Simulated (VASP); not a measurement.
A run of VASP 6.6.1 is set up as follows.

Contents of INCAR:

```
PREC = Accurate ; ENCUT = 520
EDIFF = 1E-6 ; ISMEAR = -1
SIGMA = 0.01 ; LREAL = False
LASPH = True ; NELM = 80
ALGO = Normal ; ISIF = 2
LWAVE = False ; LCHARG = True
LELF = True ; LVHAR = True
NBANDS = 15
```

File KPOINTS:

```
Automatic mesh
0
Gamma
  7 7 7
```

File POSCAR:

```
BaS
1.0
    0.0000000000      3.2563884516      3.2563884516
    3.2563884516      0.0000000000      3.2563884516
    3.2563884516      3.2563884516      0.0000000000
Ba S
1 1
Direct
    0.0000000000      0.0000000000      0.0000000000
    0.5000000000      0.5000000000      0.5000000000
```

Potentials or basis: VASP PAW LDA potentials, release 64 (Ba_sv, S).

Command:

```bash
$ cat potpaw_LDA.64/Ba_sv/POTCAR potpaw_LDA.64/S/POTCAR > POTCAR
$ mpirun -np 1 vasp_std > vasp.out
```

(1) Predict the pressure.

(2) What does it give for the band gap on the k mesh?

## Answers

(1) -4.0 GPa.

(2) 2.05 eV (least direct gap 2.23 eV).

Caveat: the cell stands under tension; spin-orbit coupling is left out, which moves the levels of the heavy elements; an odd mesh through Γ misses points on the zone boundary, where band edges can lie.
